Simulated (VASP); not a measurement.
# C (a cell with a defect) in VASP: notebook, part 2 of 2

VASP 6.6.1. Earlier steps stand in the parts before.

### 3 Single point, PBE

INCAR

```
SYSTEM = C
PREC = Accurate
ENCUT = 520
EDIFF = 1E-6
ISMEAR = 0
SIGMA = 0.05
LREAL = Auto
LASPH = .True.
NELM = 60
ALGO = Normal
ISIF = 2
LWAVE = .False.
LCHARG = .True.
GGA = PE
LELF = .True.
LVHAR = .True.
NBANDS = 43
```

KPOINTS

```
regular mesh
0
Gamma
  6 6 6
  0 0 0
```

POSCAR

```
C
1.0
    3.5715485858      0.0000000000     -3.5715485858
    0.0000000000      3.5715485858     -3.5715485858
    3.5715485858      3.5715485858      0.0000000000
C
15
Direct
    0.2500000000      0.2500000000      0.2500000000
    0.2500000000      0.7500000000      0.7500000000
    0.2500000000      0.7500000000      0.2500000000
    0.7500000000      0.2500000000      0.7500000000
    0.7500000000      0.2500000000      0.2500000000
    0.7500000000      0.7500000000      0.7500000000
    0.7500000000      0.7500000000      0.2500000000
    0.1250000000      0.1250000000      0.1250000000
    0.1250000000      0.1250000000      0.6250000000
    0.1250000000      0.6250000000      0.1250000000
    0.0293610239      0.6718750000      0.6493819881
    0.6250000000      0.1250000000      0.1250000000
    0.6250000000      0.1250000000      0.6250000000
    0.6250000000      0.6250000000      0.1250000000
    0.6250000000      0.6250000000      0.6250000000
```

Potentials or basis: VASP PAW PBE potentials, release 64 (C).

The run is started by

```bash
$ cat potpaw_PBE.64/C/POTCAR > POTCAR
$ mpirun -np 1 vasp_std > vasp.out
```

OUTCAR:

```text
SYSTEM = C
   PREC = Accurate
   ENCUT = 520
   EDIFF = 1E-6
   ISMEAR = 0
   LREAL = Auto
   LASPH = .True.
   NELM = 60
   ISIF = 2
   GGA = PE

 ion  position               nearest neighbor table
   1  0.250  0.250  0.250-   8 1.55   9 1.55  10 1.55  12 1.55
   2  0.250  0.750  0.750-   9 1.55  10 1.55  15 1.55  11 1.69
   3  0.250  0.750  0.250-   8 1.55  10 1.55  14 1.55  11 1.69
   4  0.750  0.250  0.750-   9 1.55  12 1.55  13 1.55  15 1.55
   5  0.750  0.250  0.250-   8 1.55  12 1.55  13 1.55  14 1.55
   6  0.750  0.750  0.750-  11 1.15  13 1.55  14 1.55  15 1.55
   7  0.750  0.750  0.250-  10 1.55  12 1.55  14 1.55  15 1.55
   8  0.125  0.125  0.125-   1 1.55   3 1.55   5 1.55
   9  0.125  0.125  0.625-   1 1.55   2 1.55   4 1.55
  10  0.125  0.625  0.125-   1 1.55   2 1.55   3 1.55   7 1.55
  11  0.029  0.672  0.649-   6 1.15   2 1.69   3 1.69
  12  0.625  0.125  0.125-   1 1.55   4 1.55   5 1.55   7 1.55
  13  0.625  0.125  0.625-   4 1.55   5 1.55   6 1.55
  14  0.625  0.625  0.125-   3 1.55   5 1.55   6 1.55   7 1.55
  15  0.625  0.625  0.625-   2 1.55   4 1.55   6 1.55   7 1.55

  LATTYP: Found a face centered cubic cell.
 ALAT       =     7.1430971716

  Lattice vectors:

 A1 = (   3.5715485858,   0.0000000000,  -3.5715485858)
 A2 = (   0.0000000000,   3.5715485858,  -3.5715485858)
 A3 = (   3.5715485858,   3.5715485858,   0.0000000000)

Analysis of symmetry for initial positions (statically):
=====================================================================
 Subroutine PRICEL returns:
 Original cell was already a primitive cell.

 Routine SETGRP: Setting up the symmetry group for a
 face centered cubic supercell.

 Subroutine GETGRP returns: Found  2 space group operations
 (whereof  2 operations were pure point group operations)
 out of a pool of 48 trial point group operations.

The static configuration has the point symmetry C_1h.

Analysis of symmetry for dynamics (positions and initial velocities):
=====================================================================
 Subroutine PRICEL returns:
 Original cell was already a primitive cell.

 Routine SETGRP: Setting up the symmetry group for a
 face centered cubic supercell.

 Subroutine GETGRP returns: Found  2 space group operations
 (whereof  2 operations were pure point group operations)
 out of a pool of 48 trial point group operations.

The dynamic configuration has the point symmetry C_1h.

 Subroutine INISYM returns: Found  2 space group operations
 (whereof  2 operations are pure point group operations),
 and found     1 'primitive' translations

----------------------------------------------------------------------------------------

                                     Primitive cell

  volume of cell :      91.1171

  direct lattice vectors                    reciprocal lattice vectors
     3.571548586  0.000000000 -3.571548586     0.139995296 -0.139995296 -0.139995296
     0.000000000  3.571548586 -3.571548586    -0.139995296  0.139995296 -0.139995296
     3.571548586  3.571548586  0.000000000     0.139995296  0.139995296  0.139995296

  length of vectors
     5.050932449  5.050932449  5.050932449     0.242478965  0.242478965  0.242478965

[... 94 lines left out ...]
   NGX,Y,Z   is equivalent  to a cutoff of  13.17, 13.17, 13.17 a.u.
   NGXF,Y,Z  is equivalent  to a cutoff of  26.33, 26.33, 26.33 a.u.
 SYSTEM =  C
   PREC   = accura    normal or accurate (medium, high low for compatibility)
   ISTART =      0    job   : 0-new  1-cont  2-samecut
   ICHARG =      2    charge: 1-file 2-atom 10-const
   ISPIN  =      1    spin polarized calculation?
   LNONCOLLINEAR =      F non collinear calculations
   LSORBIT =      F    spin-orbit coupling
   LASPH  =      T    aspherical Exc in radial PAW
   ENCUT  =  520.0 eV  38.22 Ry    6.18 a.u.   9.39  9.39  9.39*2*pi/ulx,y,z
   NELM   =     60;   NELMIN=  2; NELMDL= -5     # of ELM steps
   EDIFF  = 0.1E-05   stopping-criterion for ELM
   LREAL  =      T    real-space projection
   EDIFFG = 0.1E-04   stopping-criterion for IOM
   NSW    =      0    number of steps for IOM
   IBRION =     -1    ionic relax: 0-MD 1-quasi-New 2-CG
   NFREE  =      0    steps in history (QN), initial steepest desc. (CG)
   ISIF   =      2    stress and relaxation
   ISYM   =      2    0-nonsym 1-usesym 2-fastsym
   POTIM  = 0.5000    time-step for ionic-motion
   TEBEG  =    0.0;   TEEND  =   0.0 temperature during run
   PSTRESS=    0.0 pullay stress
   NELECT =      60.0000    total number of electrons
   NUPDOWN=      -1.0000    fix difference up-down
   EMIN   =  10.00;   EMAX   =-10.00  energy-range for DOS
   EFERMI =   0.00;   METHOD = LEGACY
   ISMEAR =     0;   SIGMA  =   0.05  broadening in eV -4-tet -1-fermi 0-gaus
   EFERMI_NEDOS =   21; number of points for ismear=-14 and -15
   IALGO  =     38    algorithm
   IMIX   =      4    mixing-type and parameters
     AMIX     =   0.40;   BMIX     =  1.00
     AMIX_MAG =   1.60;   BMIX_MAG =  1.00
  volume/ion in A,a.u.               =       6.07        40.99
  Fermi-wavevector in a.u.,A,eV,Ry     =   1.424269  2.691478 27.599992  2.028542
  Thomas-Fermi vector in A             =   2.544778
   LORBIT       =      0    0 simple, 1 ext, 2 COOP (PROOUT), +10 PAW based schemes
   GGA     = PE    functional components
   LHFCALC =     F    Hartree Fock is set to
   AEXX    =    0.0000 exact exchange contribution
   IVDW    =     0    specifies the selected vdW correction
   LEPSILON=     F    determine dielectric tensor
   LRPA    =     F    only Hartree local field effects (RPA)
 non-spin polarized calculation
 Gauss-broadening in eV      SIGMA  =   0.05
  energy-cutoff  :      520.00
  volume of cell :       91.12
 maximum number of plane-waves:      2475
 NGX is ok and might be reduce to    40
   NGX = 19   NGY = 19   NGZ = 19

 number of electron      59.9999995 magnetization

 Free energy of the ion-electron system (eV)
  ---------------------------------------------------
  ext. energy  EPLUGINS =         0.00000000
  ---------------------------------------------------
  free energy    TOTEN  =      -126.94732312 eV

  energy without entropy =     -126.94590820  energy(sigma->0) =     -126.94661566

 E-fermi :   9.8858     XC(G=0): -12.8896

 val. band max:        9.8445388930   @ k =   0.3333   0.0000   0.5000
 cond. band min:       9.9173784638   @ k =   0.1667   0.3333   0.0000
 fundamental gap:      0.0728395708
 Fermi energy:         9.8858429203

 k-point     1 :       0.0000    0.0000    0.0000
  band No.  band energies     occupation
      1     -12.5158      2.00000
      2      -8.3511      2.00000
      3      -6.7885      2.00000
      4      -6.6361      2.00000
      5      -6.2002      2.00000
      6      -4.8536      2.00000
[... 1069 lines left out ...]
     41      17.6030      0.00000
     42      17.8104      0.00000

 [... further k-points ...]

 [bands above 42 left out]

------------------------ aborting loop because EDIFF is reached ----------------------------------------

  FORCE on cell =-STRESS in cart. coord.  units (eV):
  Direction    XX          YY          ZZ          XY          YZ          ZX
  --------------------------------------------------------------------------------------
  -------------------------------------------------------------------------------------
  Total        6.4590786      6.4590786      3.0382102     -8.4926557      6.5064440     -6.5064450
  in kB      113.5746656    113.5746656     53.4230552   -149.3325278    114.4075267   -114.4075431
  external PRESSURE =      93.5241288 kB  Pullay stress =       0.0000000 kB

 VOLUME and BASIS-vectors are now :
 -----------------------------------------------------------------------------
  energy-cutoff  :      520.00
  volume of cell :       91.12
      direct lattice vectors                 reciprocal lattice vectors
     3.571548586  0.000000000 -3.571548586     0.139995296 -0.139995296 -0.139995296
     0.000000000  3.571548586 -3.571548586    -0.139995296  0.139995296 -0.139995296
     3.571548586  3.571548586  0.000000000     0.139995296  0.139995296  0.139995296

 POSITION                                       TOTAL-FORCE (eV/Angst)
 -----------------------------------------------------------------------------------
      1.78577      1.78577     -1.78577        -0.044380      0.044380     -0.641668
      3.57155      5.35732     -3.57155        -0.856059      1.661264      1.265907
      1.78577      3.57155     -3.57155        -1.661264      0.856059      1.265907
      5.35732      3.57155     -3.57155         0.312545      0.473605     -0.094219
      3.57155      1.78577     -3.57155        -0.473605     -0.312545     -0.094219
      5.35732      5.35732     -5.35732       -11.577994     11.577994     14.304691
      3.57155      3.57155     -5.35732         0.073214     -0.073214     -0.223330
      0.89289      0.89289     -0.89289         1.523802      1.330970      1.466749
      2.67866      2.67866     -0.89289        -1.330970     -1.523802      1.466749
      0.89289      2.67866     -2.67866         0.108832     -0.108832     -0.335942
      2.42416      4.71893     -2.50450        14.278116    -14.278116    -19.870399
      2.67866      0.89289     -2.67866        -0.060397      0.060397      0.048751
      4.46444      2.67866     -2.67866         0.564529     -0.564529     -1.656692
      2.67866      2.67866     -4.46444         0.791028      1.647397      1.548858
      4.46444      4.46444     -4.46444        -1.647397     -0.791028      1.548858
 -----------------------------------------------------------------------------------
    total drift:                               -0.008647      0.008647      0.006341

  FREE ENERGIE OF THE ION-ELECTRON SYSTEM (eV)
  ---------------------------------------------------
  free  energy   TOTEN  =      -126.9473231242 eV

  energy  without entropy=     -126.9459082045  energy(sigma->0) =     -126.94661566
```

Wall time 9 min (1 thread of AMD EPYC 7R43 (Zen 3), shared host); peak memory 0.28 GiB.

Results:

```yaml
Free_energy: -126.9473 eV
Pressure: 9.4 GPa
Largest_force: 28.330 eV/Å
Band_gap_on_the_k_mesh: zero (bands 30 and 31 overlap by 1.51 eV)
```

Forces in eV/Å, atoms in the order of the input:
```
C    -0.044   0.044  -0.642
C    -0.856   1.661   1.266
C    -1.661   0.856   1.266
C     0.313   0.474  -0.094
C    -0.474  -0.313  -0.094
C   -11.578  11.578  14.305
C     0.073  -0.073  -0.223
C     1.524   1.331   1.467
C    -1.331  -1.524   1.467
C     0.109  -0.109  -0.336
C    14.278 -14.278 -19.870
C    -0.060   0.060   0.049
C     0.565  -0.565  -1.657
C     0.791   1.647   1.549
C    -1.647  -0.791   1.549
```

Caveat: the cell differs from its parent crystal (atoms taken out, atom 11 moved -0.125 of the way to it and +0.350 Å across, host rigid).

### 4 Single point, PBE

INCAR

```
SYSTEM = C
PREC = Accurate
ENCUT = 520
EDIFF = 1E-6
ISMEAR = 0
SIGMA = 0.05
LREAL = Auto
LASPH = .True.
NELM = 80
ALGO = Normal
ISIF = 2
LWAVE = .False.
LCHARG = .False.
GGA = PE
NBANDS = 43
```

KPOINTS is that of step 3.

Edit POSCAR of step 3 so:

```diff
@@ -18,3 +18,3 @@
     0.1250000000      0.6250000000      0.1250000000
-    0.0293610239      0.6718750000      0.6493819881
+    0.1893889761      0.6718750000      0.5693680119
     0.6250000000      0.1250000000      0.1250000000
```

The run is started by

```bash
$ cat potpaw_PBE.64/C/POTCAR > POTCAR
$ mpirun -np 1 vasp_std > vasp.out
```

Wall time 8.4 min (1 thread of AMD EPYC 7R43 (Zen 3), shared host); peak memory 0.28 GiB.

The run converged. Its results:

| Quantity | Value |
| --- | --- |
| Free energy | -128.8409 eV |
| Pressure | 3.1 GPa |
| Largest force | 10.080 eV/Å |
| Band gap on the k mesh | zero (bands 30 and 31 overlap by 1.59 eV) |

Forces on the atoms (eV/Å):
```
C    0.080 -0.080 -0.687
C    3.091  1.804 -3.495
C   -1.804 -3.091 -3.495
C   -0.023  0.511  0.098
C   -0.511  0.023  0.098
C   -0.384  0.384 -0.823
C   -0.031  0.031 -0.001
C    0.808  1.350  1.266
C   -1.350 -0.808  1.266
C   -0.050  0.050  1.031
C   -2.984  2.984  9.155
C   -0.002  0.002 -0.062
C    1.560 -1.560 -1.475
C    0.003 -1.597 -1.438
C    1.597 -0.003 -1.438
```

Stress tensor (GPa, compression positive):
```
 0.67  5.14  1.78
 5.14  0.67 -1.78
 1.78 -1.78  7.87
```

Levels at points of the mesh, in eV from the Fermi level:
```csv
k point,band 27,band 28,band 29,band 30,band 31,band 32,band 33,band 34
"(0.00, 0.00, 0.00)",-2.38,-2.30,-1.84,1.27,1.50,1.56,2.71,3.93
"(0.50, 0.00, 0.00)",-4.04,-2.76,-2.72,-1.91,0.86,1.05,4.21,5.05
"(0.00, 0.50, 0.00)",-4.36,-3.74,-2.05,-1.41,0.97,1.25,3.10,4.94
"(0.00, 0.00, 0.50)",-3.77,-3.08,-2.96,-2.22,0.85,1.37,3.88,4.88
"(0.50, 0.50, 0.00)",-4.45,-4.23,-2.86,-2.44,0.46,0.74,3.31,3.97
"(0.00, 0.50, 0.50)",-4.26,-3.56,-2.63,-2.08,-0.06,0.95,3.17,4.23
```

Caveat: the cell differs from its parent crystal (atoms taken out, atom 11 moved -0.125 of the way to it and -0.350 Å across, host rigid).

### 5 Overview

```csv
cell,gap on the mesh (eV),pressure (GPa),largest force (eV/Å)
"as given, atomic positions A",none,-2.4,8.33
"as given, atomic positions B",none,9.4,28.33
"as given, atomic positions C",none,3.1,10.08
```

Alike in all rows: task single point; level PBE; potentials or basis VASP PAW PBE potentials, release 64 (C); no spin polarisation; k mesh 6 × 6 × 6; cutoff (eV) 520; smearing gaussian 0.05 eV.

Absolute energies hang on the potentials; compare differences alone.
